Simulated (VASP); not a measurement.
# WI2O2 (Immm) in VASP: electric field gradients with PBE

Aim: the electric field gradients of WI2O2 with PBE.

Everything below comes from runs of VASP 6.6.1. Logs are shortened: lines on timing, memory, paths and dates and some standing lists are left out, and cuts for length are marked.

## Step 1: The cell of the first run

Symmetry: Immm, No. 71, orthorhombic system. The conventional cell has a = 3.748 Å, b = 3.905 Å, c = 16.628 Å, α = 90.00°, β = 90.00°, γ = 90.00°. W (site symmetry mmm) has 4 O at 1.87 to 1.95 Å within 2.5 Å. I (site symmetry mm2) has 1 W at 2.67 Å and 4 O at 3.26 to 3.31 Å within 3.5 Å. Within 2.6 Å of O (site symmetry mmm) lie 2 W at 1.95 Å. O (site symmetry mmm) has 2 W at 1.87 Å within 2.5 Å.

## Step 2: Electric field gradients, PBE

Input file INCAR:

```
SYSTEM = WI2O2
ALGO = Normal
EDIFF = 1E-8
ENCUT = 520
GGA = PE
ISIF = 2
ISMEAR = -1
LASPH = .True.
LCHARG = .False.
LEFG = .True.
LREAL = .False.
LWAVE = .False.
NBANDS = 28
NELM = 100
PREC = Accurate
SIGMA = 0.02
```

Input file KPOINTS:

```
k-points
0
Gamma
  8 8 8
  0 0 0
```

Input file POSCAR:

```
WI2O2
1.0
   -1.8742000000      1.9524500000      8.3141500000
    1.8742000000     -1.9524500000      8.3141500000
    1.8742000000      1.9524500000     -8.3141500000
W I O
1 2 2
Direct
    0.0000000000      0.0000000000      0.0000000000
    0.1607200000      0.1607200000      0.0000000000
    0.8392800000      0.8392800000      0.0000000000
    0.5000000000      0.0000000000      0.5000000000
    0.0000000000      0.5000000000      0.5000000000
```

Potentials or basis: VASP PAW PBE potentials, release 64 (W_sv, I, O).

Command:

```console
> cat potpaw_PBE.64/W_sv/POTCAR potpaw_PBE.64/I/POTCAR potpaw_PBE.64/O/POTCAR > POTCAR
> mpirun -np 1 vasp_std > vasp.out
```

OUTCAR:

```text
SYSTEM = WI2O2
   EDIFF = 1E-8
   ENCUT = 520
   GGA = PE
   ISIF = 2
   ISMEAR = -1
   LASPH = .True.
   LREAL = .False.
   NELM = 100
   PREC = Accurate

 ion  position               nearest neighbor table
   1  0.000  0.000  0.000-   5 1.87   5 1.87   4 1.95   4 1.95   2 2.67   3 2.67
   2  0.161  0.161  0.000-   1 2.67
   3  0.839  0.839  0.000-   1 2.67
   4  0.500  0.000  0.500-   1 1.95   1 1.95
   5  0.000  0.500  0.500-   1 1.87   1 1.87

  LATTYP: Found a body centered orthorhombic cell.
 ALAT       =     3.7484000000
 B/A-ratio  =     1.0417511472
 C/A-ratio  =     4.4361060719

  Lattice vectors:

 A1 = (  -1.8742000000,   1.9524500000,   8.3141500000)
 A2 = (   1.8742000000,  -1.9524500000,   8.3141500000)
 A3 = (   1.8742000000,   1.9524500000,  -8.3141500000)

Analysis of symmetry for initial positions (statically):
=====================================================================
 Subroutine PRICEL returns:
 Original cell was already a primitive cell.

 Routine SETGRP: Setting up the symmetry group for a
 body centered orthorhombic supercell.

 Subroutine GETGRP returns: Found  8 space group operations
 (whereof  8 operations were pure point group operations)
 out of a pool of  8 trial point group operations.

The static configuration has the point symmetry D_2h.

Analysis of symmetry for dynamics (positions and initial velocities):
=====================================================================
 Subroutine PRICEL returns:
 Original cell was already a primitive cell.

 Routine SETGRP: Setting up the symmetry group for a
 body centered orthorhombic supercell.

 Subroutine GETGRP returns: Found  8 space group operations
 (whereof  8 operations were pure point group operations)
 out of a pool of  8 trial point group operations.

The dynamic configuration has the point symmetry D_2h.

 Subroutine INISYM returns: Found  8 space group operations
 (whereof  8 operations are pure point group operations),
[... 145 lines left out ...]
  ---------------------------------------------------
  free energy    TOTEN  =       -32.00304303 eV

  energy without entropy =      -32.00199503  energy(sigma->0) =      -32.00251903

 E-fermi :   3.6923     XC(G=0):  -9.0125

 val. band max:        3.6717182361   @ k =   0.5000  -0.0000   0.0000
 cond. band min:       3.7162174149   @ k =   0.1250  -0.1250   0.1250
 fundamental gap:      0.0444991788
 Fermi energy:         3.6923024549

 k-point     1 :       0.0000    0.0000    0.0000
  band No.  band energies     occupation
      1     -72.0910      2.00000
      2     -36.3782      2.00000
      3     -36.2833      2.00000
      4     -36.1421      2.00000
      5     -16.2749      2.00000
      6     -15.3230      2.00000
[... 733 lines left out ...]
     27      10.5953      0.00000
     28      11.4380      0.00000

 [... further k-points ...]

------------------------ aborting loop because EDIFF is reached ----------------------------------------

  FORCE on cell =-STRESS in cart. coord.  units (eV):
  Direction    XX          YY          ZZ          XY          YZ          ZX
  --------------------------------------------------------------------------------------
  -------------------------------------------------------------------------------------
  Total        5.3778566     -3.3638883      3.4182578      0.0000000      0.0000000      0.0000000
  in kB       70.8020937    -44.2872224     45.0030241      0.0000000      0.0000000      0.0000000
  external PRESSURE =      23.8392985 kB  Pullay stress =       0.0000000 kB

 VOLUME and BASIS-vectors are now :
 -----------------------------------------------------------------------------
  energy-cutoff  :      520.00
  volume of cell :      121.70
      direct lattice vectors                 reciprocal lattice vectors
    -1.874200000  1.952450000  8.314150000     0.000000000  0.256088504  0.060138439
     1.874200000 -1.952450000  8.314150000     0.266780493  0.000000000  0.060138439
     1.874200000  1.952450000 -8.314150000     0.266780493  0.256088504  0.000000000

 POSITION                                       TOTAL-FORCE (eV/Angst)
 -----------------------------------------------------------------------------------
      0.00000      0.00000      0.00000        -0.000000     -0.000000      0.000000
      0.00000      0.00000      2.67250         0.000000     -0.000000      0.375918
      0.00000      0.00000     13.95580        -0.000000      0.000000     -0.375918
      0.00000      1.95245      0.00000        -0.000000     -0.000000      0.000000
      1.87420      0.00000      0.00000        -0.000000     -0.000000      0.000000
 -----------------------------------------------------------------------------------
    total drift:                                0.000000     -0.000000     -0.000000

  FREE ENERGIE OF THE ION-ELECTRON SYSTEM (eV)
  ---------------------------------------------------
  free  energy   TOTEN  =       -32.0030430271 eV

  energy  without entropy=      -32.0019950341  energy(sigma->0) =      -32.00251903

 Electric field gradients (V/A^2)
---------------------------------------------------------------------
 ion       V_xx      V_yy      V_zz      V_xy      V_xz      V_yz
---------------------------------------------------------------------
   1    -425.350   -45.714   471.065    -0.000    -0.000    -0.000
   2     -93.511  -148.559   242.070     0.000     0.000     0.000
   3     -93.511  -148.559   242.070     0.000     0.000     0.000
   4     -45.220    23.634    21.587     0.001     0.001     0.001
   5      -0.396   -26.231    26.627     0.001     0.001     0.001
---------------------------------------------------------------------

 Electric field gradients after diagonalization (V/A^2)
 (convention: |V_zz| > |V_xx| > |V_yy|)
----------------------------------------------------------------------
 ion       V_xx      V_yy      V_zz     asymmetry (V_yy - V_xx)/ V_zz
----------------------------------------------------------------------
   1    -425.350   -45.714   471.065       0.806
   2    -148.559   -93.511   242.070       0.227
   3    -148.559   -93.511   242.070       0.227
   4      23.634    21.587   -45.220       0.045
   5     -26.231    -0.396    26.627       0.970
----------------------------------------------------------------------

           NMR quadrupolar parameters

 Cq : quadrupolar parameter    Cq=e*Q*V_zz/h
 eta: asymmetry parameters     (V_yy - V_xx)/ V_zz
 Q  : nuclear electric quadrupole moment in mb (millibarn)
----------------------------------------------------------------------
 ion       Cq(MHz)       eta       Q (mb)
----------------------------------------------------------------------
   1       1.139       0.806       1.000
   2       0.585       0.227       1.000
   3       0.585       0.227       1.000
   4      -0.109       0.045       1.000
   5       0.064       0.970       1.000
----------------------------------------------------------------------
```

OSZICAR:

```text
N       E                     dE             d eps       ncg     rms          rms(c)
DAV:   1     0.323569773833E+03    0.32357E+03   -0.19171E+04  5512   0.132E+03
DAV:   2    -0.142398812662E+02   -0.33781E+03   -0.32862E+03  6488   0.330E+02
DAV:   3    -0.383788402578E+02   -0.24139E+02   -0.23989E+02  6644   0.894E+01
[... 11 lines left out ...]
DAV:  15    -0.320030430004E+02   -0.18545E-05   -0.41014E-06  6512   0.943E-03    0.499E-03
DAV:  16    -0.320030430016E+02   -0.11632E-08   -0.88467E-07  5924   0.596E-03    0.186E-03
DAV:  17    -0.320030430519E+02   -0.50318E-07   -0.58173E-08  5624   0.139E-03    0.846E-04
DAV:  18    -0.320030430339E+02    0.17980E-07   -0.33976E-08  4932   0.890E-04    0.408E-04
DAV:  19    -0.320030430271E+02    0.68699E-08   -0.59637E-09  3656   0.464E-04
   1 F= -.32003043E+02 E0= -.32002519E+02  d E =-.104799E-02
```

Run time: 26 min. Hardware: 1 thread of Intel Xeon Platinum 8259CL at 2.50GHz (Skylake/Cascade Lake), shared host; peak memory 0.88 GiB.

Results:

```yaml
Free_energy: -32.0030 eV
Pressure: 2.4 GPa
Largest_force: 0.376 eV/Å
Band_gap_on_the_k_mesh: zero (bands 20 and 21 overlap by 0.56 eV)
Largest_electric_field_gradient_by_atom: W +471.1; I +242.1; O -45.2, +26.6 V/Å²
```

Forces on the atoms (eV/Å):
```
W    0.000  0.000  0.000
I    0.000  0.000  0.376
I    0.000  0.000 -0.376
O    0.000  0.000  0.000
O    0.000  0.000  0.000
```

Levels at points of the mesh, in eV from the Fermi level:
| k point | band 18 | band 19 | band 20 | band 21 | band 22 | band 23 |
| --- | --- | --- | --- | --- | --- | --- |
| (0.00, 0.00, 0.00) | -0.89 | -0.55 | -0.35 | -0.02 | 0.35 | 0.55 |
| (0.50, 0.00, 0.00) | -1.59 | -1.52 | -0.02 | 0.97 | 2.33 | 2.45 |
| (0.00, 0.50, 0.00) | -1.67 | -1.45 | -0.26 | 0.83 | 2.80 | 3.01 |
| (0.50, 0.50, 0.00) | -2.03 | -1.66 | -1.63 | 2.41 | 2.92 | 3.51 |
| (0.50, 0.50, 0.50) | -1.68 | -0.91 | -0.55 | -0.53 | 0.82 | 1.01 |

Electric field gradients, principal values (V/Å²):
| atom | least | middle | greatest (by size) |
| --- | --- | --- | --- |
| 1 W | -45.714 | -425.350 | 471.065 |
| 2 I | -93.511 | -148.559 | 242.070 |
| 3 I | -93.511 | -148.559 | 242.070 |
| 4 O | 21.587 | 23.634 | -45.220 |
| 5 O | -0.396 | -26.231 | 26.627 |

Caveat: without QUAD_EFG the Cq values of the log hold for a quadrupole moment of 1 mb, not for the nuclei; spin-orbit coupling is left out, which moves the levels of the heavy elements.
